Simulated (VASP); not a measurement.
The system is Hg.

```xyz
1
Lattice="0.0000 2.0012 2.0012 2.0012 0.0000 2.0012 2.0012 2.0012 0.0000" Properties=species:S:1:pos:R:3 pbc="T T T"
Hg    0.0000    0.0000    0.0000
```

| Item | Value |
| --- | --- |
| Program | VASP 6.6.1 |
| Task | relaxation of cell and atoms |
| Functional | PBEsol |
| Potentials or basis | VASP PAW PBE potentials, release 64 (Hg) |
| Cutoff | 600 eV |
| k mesh | 8 × 8 × 8 |
| Occupations | gaussian, width 0.1 eV |
| Spin | no spin polarisation |

At the start: pressure 57.6 GPa; volume 16.03 Å³/atom.

**Question.** How do energy, volume and symmetry change on relaxing?

**Answer.** Over 3 steps the energy falls by 820.0 meV/atom and the volume is 23.54 Å³/atom (+46.9 %); space group Fm-3m (No. 225, to 0.05 Å).

Step by step:
```
step  energy change (eV)  largest force (eV/Å)  pressure (GPa)  volume (Å³)
   1              0.0000                0.0000           57.65        16.03
   2             -0.6897                0.0000           -2.79        33.48
   3             -0.8200                0.0000            0.31        23.54
```

Final structure:
```
CELL_PARAMETERS angstrom
0.00000 2.27470 2.27470
2.27470 0.00000 2.27470
2.27470 2.27470 0.00000
ATOMIC_POSITIONS crystal
Hg 0.00000 0.00000 0.00000
```

Caveat: the volume moved by over 15 % at a fixed basis, so the end points are rough; the PAW data sets were made with another functional, which shifts forces and pressure a little.
